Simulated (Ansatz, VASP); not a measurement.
**Two plane-wave programs on CuO**

```
Cu O
1.0
     2.34465   -1.71340    0.00000
     2.34465    1.71340    0.00000
    -0.86055    0.00000    5.05944
Cu O
2 2
Direct
  0.00320 0.49680 0.00000
  0.49680 0.00320 0.50000
  0.57140 0.40560 0.25370
  0.40560 0.57140 0.75370
```

Alike in both runs: task single point; functional PBE; k mesh 7 × 7 × 4; occupations fermi-dirac, width 0.03 eV; collinear spin.

```csv
,VASP,Ansatz
version,VASP 6.6.1,Ansatz 0.2.0
potentials or method,"VASP PAW PBE potentials, release 64 (Cu_sv_GW, O), cutoff 820 eV","PAW, plane waves, scalar-relativistic"
valence electrons in the cell,50,50
```

|  | VASP | Ansatz | Ansatz less VASP |
| --- | --- | --- | --- |
| pressure (GPa) | 4.9 | 5.7 | +0.83 |
| traceless stress, the component that is largest in VASP (GPa) | -1.69 | -1.71 | -0.016 |
| rms of the force components (eV/Å) | 0.436 | 0.432 | -0.0044 |
| net moment per atom (μB) | 0.00 | 0.00 | -0.001 |

Atom by atom the forces differ by 0.007 eV/Å (rms over components). Ansatz's warnings: seeded moment not kept.
